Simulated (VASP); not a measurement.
# CaO (I4/mmm) in VASP: single point with PBEsol

Aim: the single point of CaO with PBEsol.

Program: VASP 6.6.1. These are calculated values, not measurements. Logs are shortened: lines on timing, memory, paths and dates and some standing lists are left out, and cuts for length are marked.

## 1. The cell of the first run

It takes space group I4/mmm (No. 139, tetragonal). The conventional cell has a = 3.378 Å, b = 3.378 Å, c = 4.719 Å, α = 90.00°, β = 90.00°, γ = 90.00°. Ca (site symmetry 4/mmm) has 6 O at 2.36 to 2.39 Å within 3.1 Å. O (site symmetry 4/mmm) has 6 Ca at 2.36 to 2.39 Å within 3.1 Å.

## 2. Single point, PBEsol

The input, INCAR:

```
SYSTEM = CaO
PREC     = Accurate       ! precision mode
ENCUT    = 600            ! plane-wave cutoff, eV
EDIFF    = 1E-6           ! SCF threshold, eV
ISMEAR   = 0              ! smearing method
SIGMA    = 0.01           ! smearing width, eV
LREAL    = .False.        ! projectors in reciprocal space
LASPH    = .True.         ! aspherical terms in the spheres
NELM     = 120            ! most SCF steps
ALGO     = Normal         ! electronic algorithm
ISIF     = 2              ! what is computed and relaxed
LWAVE    = .False.        ! write WAVECAR
LCHARG   = .True.         ! write CHGCAR
GGA      = PS             ! functional
LELF     = .True.         ! ELF
LVHAR    = .True.       
NBANDS   = 15             ! bands
GGA_COMPAT= .False.
```

The input, KPOINTS:

```
regular mesh
0
Gamma
  8 8 8
  0 0 0
```

The input, POSCAR:

```
CaO
1.0
    0.0000000000      2.3883338282      2.3595250947
    2.3883338282      0.0000000000      2.3595250947
    2.3883338282      2.3883338282      0.0000000000
Ca O
1 1
Direct
    0.0000000000      0.0000000000      0.0000000000
    0.5000000000      0.5000000000      0.5000000000
```

Potentials or basis: VASP PAW PBE potentials, release 64 (Ca_sv, O).

Command:

```bash
> cat potpaw_PBE.64/Ca_sv/POTCAR potpaw_PBE.64/O/POTCAR > POTCAR
> mpirun -np 1 vasp_std > vasp.out
```

OUTCAR:

```text
SYSTEM = CaO
   PREC = Accurate
   ENCUT = 600
   EDIFF = 1E-6
   ISMEAR = 0
   LREAL = .False.
   LASPH = .True.
   NELM = 120
   ISIF = 2
   GGA = PS

 ion  position               nearest neighbor table
   1  0.000  0.000  0.000-   2 2.36   2 2.36   2 2.39   2 2.39   2 2.39   2 2.39
   2  0.500  0.500  0.500-   1 2.36   1 2.36   1 2.39   1 2.39   1 2.39   1 2.39

  LATTYP: Found a body centered tetragonal cell.
 ALAT       =     3.3776140913
 C/A-ratio  =     1.3971549330

  Lattice vectors:

 A1 = (   0.0000000000,  -2.3883338282,  -2.3595250947)
 A2 = (   0.0000000000,   2.3883338282,  -2.3595250947)
 A3 = (   2.3883338282,   0.0000000000,   2.3595250947)

Analysis of symmetry for initial positions (statically):
=====================================================================
 Subroutine PRICEL returns:
 Original cell was already a primitive cell.

 Routine SETGRP: Setting up the symmetry group for a
 body centered tetragonal supercell.

 Subroutine GETGRP returns: Found 16 space group operations
 (whereof 16 operations were pure point group operations)
 out of a pool of 16 trial point group operations.

The static configuration has the point symmetry D_4h.

Analysis of symmetry for dynamics (positions and initial velocities):
=====================================================================
 Subroutine PRICEL returns:
 Original cell was already a primitive cell.

 Routine SETGRP: Setting up the symmetry group for a
 body centered tetragonal supercell.

 Subroutine GETGRP returns: Found 16 space group operations
 (whereof 16 operations were pure point group operations)
 out of a pool of 16 trial point group operations.

The dynamic configuration has the point symmetry D_4h.

 Subroutine INISYM returns: Found 16 space group operations
 (whereof 16 operations are pure point group operations),
 and found     1 'primitive' translations

----------------------------------------------------------------------------------------

                                     Primitive cell

  volume of cell :      26.9181

  direct lattice vectors                    reciprocal lattice vectors
     0.000000000  2.388333828  2.359525095    -0.209350968  0.209350968  0.211907049
     2.388333828  0.000000000  2.359525095     0.209350968 -0.209350968  0.211907049
     2.388333828  2.388333828  0.000000000     0.209350968  0.209350968 -0.211907049

  length of vectors
     3.357305042  3.357305042  3.377614091     0.364088250  0.364088250  0.364088250

  position of ions in fractional coordinates (direct lattice)
     0.000000000  0.000000000  0.000000000
     0.500000000  0.500000000  0.500000000

  ion indices of the primitive-cell ions
   primitive index   ion index
                 1           1
                 2           2

----------------------------------------------------------------------------------------

 KPOINTS: regular mesh

Automatic generation of k-mesh.
 Grid dimensions read from file:
 generate k-points for:    8    8    8

 Generating k-lattice:

  Cartesian coordinates                     Fractional coordinates (reciprocal lattice)
    -0.026168871  0.026168871  0.026488381     0.125000000  0.000000000  0.000000000
     0.026168871 -0.026168871  0.026488381     0.000000000  0.125000000  0.000000000
     0.026168871  0.026168871 -0.026488381    -0.000000000 -0.000000000  0.125000000

  Length of vectors
     0.045511031  0.045511031  0.045511031

  Shift w.r.t. Gamma in fractional coordinates (k-lattice)
     0.000000000  0.000000000  0.000000000

 Subroutine IBZKPT returns following result:
 ===========================================

 Found     59 irreducible k-points:

 Following reciprocal coordinates:
            Coordinates               Weight
  0.000000  0.000000  0.000000      1.000000
  0.125000  0.000000  0.000000      8.000000
  0.250000  0.000000  0.000000      8.000000
  0.375000  0.000000  0.000000      8.000000
  0.500000  0.000000  0.000000      4.000000
  0.125000  0.125000  0.000000      2.000000
[... 16 lines left out ...]
  0.250000  0.000000  0.125000     16.000000
  0.375000  0.000000  0.125000     16.000000
 [... further k-points ...]
   k-points           NKPTS =     59   k-points in BZ     NKDIM =     59   number of bands    NBANDS=     15
   number of dos      NEDOS =    301   number of ions     NIONS =      2
   total plane-waves  NPLWV =  21952
   dimension x,y,z NGX =    28 NGY =   28 NGZ =   28
   dimension x,y,z NGXF=    56 NGYF=   56 NGZF=   56
   ions per type =               1   1
   NGX,Y,Z   is equivalent  to a cutoff of  13.86, 13.86, 13.78 a.u.
   NGXF,Y,Z  is equivalent  to a cutoff of  27.73, 27.73, 27.56 a.u.
 SYSTEM =  CaO
   PREC   = accura    normal or accurate (medium, high low for compatibility)
   ISTART =      0    job   : 0-new  1-cont  2-samecut
   ICHARG =      2    charge: 1-file 2-atom 10-const
   ISPIN  =      1    spin polarized calculation?
   LNONCOLLINEAR =      F non collinear calculations
   LSORBIT =      F    spin-orbit coupling
   LASPH  =      T    aspherical Exc in radial PAW
   ENCUT  =  600.0 eV  44.10 Ry    6.64 a.u.   6.71  6.71  6.75*2*pi/ulx,y,z
   NELM   =    120;   NELMIN=  2; NELMDL= -5     # of ELM steps
   EDIFF  = 0.1E-05   stopping-criterion for ELM
   LREAL  =      F    real-space projection
   EDIFFG = 0.1E-04   stopping-criterion for IOM
   NSW    =      0    number of steps for IOM
   IBRION =     -1    ionic relax: 0-MD 1-quasi-New 2-CG
   NFREE  =      0    steps in history (QN), initial steepest desc. (CG)
   ISIF   =      2    stress and relaxation
   ISYM   =      2    0-nonsym 1-usesym 2-fastsym
   POTIM  = 0.5000    time-step for ionic-motion
   TEBEG  =    0.0;   TEEND  =   0.0 temperature during run
   PSTRESS=    0.0 pullay stress
   NELECT =      16.0000    total number of electrons
   NUPDOWN=      -1.0000    fix difference up-down
   EMIN   =  10.00;   EMAX   =-10.00  energy-range for DOS
   EFERMI =   0.00;   METHOD = LEGACY
   ISMEAR =     0;   SIGMA  =   0.01  broadening in eV -4-tet -1-fermi 0-gaus
   EFERMI_NEDOS =   21; number of points for ismear=-14 and -15
   IALGO  =     38    algorithm
   IMIX   =      4    mixing-type and parameters
     AMIX     =   0.40;   BMIX     =  1.00
     AMIX_MAG =   1.60;   BMIX_MAG =  1.00
  volume/ion in A,a.u.               =      13.46        90.83
  Fermi-wavevector in a.u.,A,eV,Ry     =   1.376470  2.601150 25.778529  1.894668
  Thomas-Fermi vector in A             =   2.501711
   LORBIT       =      0    0 simple, 1 ext, 2 COOP (PROOUT), +10 PAW based schemes
   GGA     = PS    functional components
   LHFCALC =     F    Hartree Fock is set to
   AEXX    =    0.0000 exact exchange contribution
   IVDW    =     0    specifies the selected vdW correction
   LEPSILON=     F    determine dielectric tensor
   LRPA    =     F    only Hartree local field effects (RPA)
 non-spin polarized calculation
 Gauss-broadening in eV      SIGMA  =   0.01
  energy-cutoff  :      600.00
  volume of cell :       26.92
 maximum number of plane-waves:       922
   NGX = 13   NGY = 13   NGZ = 13

 number of electron      15.9999997 magnetization

 Free energy of the ion-electron system (eV)
  ---------------------------------------------------
  ext. energy  EPLUGINS =         0.00000000
  ---------------------------------------------------
  free energy    TOTEN  =       -13.41047245 eV

  energy without entropy =      -13.41047245  energy(sigma->0) =      -13.41047245

 E-fermi :   2.4533     XC(G=0): -10.8894

 val. band max:        2.3945469597   @ k =   0.0000   0.0000   0.0000
 cond. band min:       5.8631414759   @ k =   0.5000   0.5000   0.0000
 fundamental gap:      3.4685945162
 Fermi energy:         2.4532921074

 k-point     1 :       0.0000    0.0000    0.0000
  band No.  band energies     occupation
      1     -34.8919      2.00000
      2     -15.7111      2.00000
      3     -15.7111      2.00000
      4     -15.7051      2.00000
      5     -13.1340      2.00000
      6       2.3595      2.00000
      7       2.3595      2.00000
      8       2.3945      2.00000
      9       7.1797      0.00000
     10       8.6068      0.00000
     11       8.6068      0.00000
     12       8.6945      0.00000
     13      10.1697      0.00000
     14      10.2924      0.00000
     15      17.3906      0.00000

 k-point     2 :       0.1250    0.0000    0.0000
  band No.  band energies     occupation
      1     -34.8742      2.00000
      2     -15.9696      2.00000
      3     -15.7211      2.00000
      4     -15.7150      2.00000
      5     -12.8644      2.00000
      6       1.8102      2.00000
      7       2.1347      2.00000
      8       2.1548      2.00000
      9       7.8772      0.00000
     10       8.5885      0.00000
     11       8.8919      0.00000
     12       8.9429      0.00000
     13      10.5595      0.00000
     14      10.6894      0.00000
     15      18.0403      0.00000

 k-point     3 :       0.2500    0.0000    0.0000
  band No.  band energies     occupation
      1     -34.8309      2.00000
      2     -16.4665      2.00000
      3     -15.7450      2.00000
      4     -15.7337      2.00000
      5     -12.3434      2.00000
      6       0.7624      2.00000
      7       1.6567      2.00000
      8       1.6676      2.00000
      9       8.6566      0.00000
     10       9.3618      0.00000
     11       9.6411      0.00000
     12       9.6655      0.00000
     13      11.4964      0.00000
     14      11.6397      0.00000
     15      18.5297      0.00000
[... 343 lines left out ...]
 k-point    23 :       0.2500    0.0000    0.1250
  band No.  band energies     occupation
      1     -34.8343      2.00000
      2     -16.3146      2.00000
      3     -15.7811      2.00000
      4     -15.7667      2.00000
      5     -12.4940      2.00000
      6       0.8273      2.00000
      7       1.8687      2.00000
      8       1.9845      2.00000
      9       7.8582      0.00000
     10       8.9621      0.00000
     11       9.8485      0.00000
     12       9.9669      0.00000
     13      10.9389      0.00000
     14      11.9219      0.00000
     15      18.9885      0.00000

 k-point    24 :       0.3750    0.0000    0.1250
  band No.  band energies     occupation
      1     -34.7909      2.00000
      2     -16.6943      2.00000
      3     -15.8066      2.00000
      4     -15.7974      2.00000
      5     -12.1231      2.00000
      6       0.2355      2.00000
      7       1.3359      2.00000
      8       1.5475      2.00000
      9       8.2867      0.00000
     10      10.0586      0.00000
     11      10.7017      0.00000
     12      10.7500      0.00000
     13      11.9437      0.00000
     14      12.7938      0.00000
     15      17.9530      0.00000

 [... further k-points ...]

------------------------ aborting loop because EDIFF is reached ----------------------------------------

  FORCE on cell =-STRESS in cart. coord.  units (eV):
  Direction    XX          YY          ZZ          XY          YZ          ZX
  --------------------------------------------------------------------------------------
  -------------------------------------------------------------------------------------
  Total        0.0925383      0.0925383      0.4717724      0.0000000      0.0000000      0.0000000
  in kB        5.5079153      5.5079153     28.0800856      0.0000000      0.0000000      0.0000000
  external PRESSURE =      13.0319721 kB  Pullay stress =       0.0000000 kB

 VOLUME and BASIS-vectors are now :
 -----------------------------------------------------------------------------
  energy-cutoff  :      600.00
  volume of cell :       26.92
      direct lattice vectors                 reciprocal lattice vectors
     0.000000000  2.388333828  2.359525095    -0.209350968  0.209350968  0.211907049
     2.388333828  0.000000000  2.359525095     0.209350968 -0.209350968  0.211907049
     2.388333828  2.388333828  0.000000000     0.209350968  0.209350968 -0.211907049

 POSITION                                       TOTAL-FORCE (eV/Angst)
 -----------------------------------------------------------------------------------
      0.00000      0.00000      0.00000         0.000000      0.000000      0.000000
      2.38833      2.38833      2.35953        -0.000000     -0.000000     -0.000000
 -----------------------------------------------------------------------------------
    total drift:                                0.000000      0.000000      0.000000

  FREE ENERGIE OF THE ION-ELECTRON SYSTEM (eV)
  ---------------------------------------------------
  free  energy   TOTEN  =       -13.4104724516 eV

  energy  without entropy=      -13.4104724516  energy(sigma->0) =      -13.41047245
```

Wall time 20 s (1 thread of Intel Xeon Platinum 8375C at 2.90GHz (Ice Lake), shared host); peak memory 0.18 GiB.

Results:

| Item | Value |
| --- | --- |
| Free energy | -13.4105 eV |
| Pressure | 1.3 GPa |
| Band gap on the k mesh | 3.47 eV (least direct gap 3.88 eV) |

Stress tensor (GPa, compression positive):
```
0.55 0.00 0.00
0.00 0.55 0.00
0.00 0.00 2.81
```

Levels at points of the mesh, in eV from the valence-band top:
```tsv
k point	band 6	band 7	band 8	band 9	band 10	band 11
(0.00, 0.00, 0.00)	-0.03	-0.03	0.00	4.79	6.21	6.21
(0.50, 0.00, 0.00)	-2.79	-1.31	-1.31	7.14	8.52	8.53
(0.50, 0.50, 0.00)	-1.28	-0.42	-0.42	3.47	8.26	9.08
(0.50, 0.00, 0.50)	-1.35	-0.40	-0.37	3.51	8.24	9.08
```

Caveat: the PAW data sets were made with another functional, which shifts forces and pressure a little. A k mesh can miss the band edges.
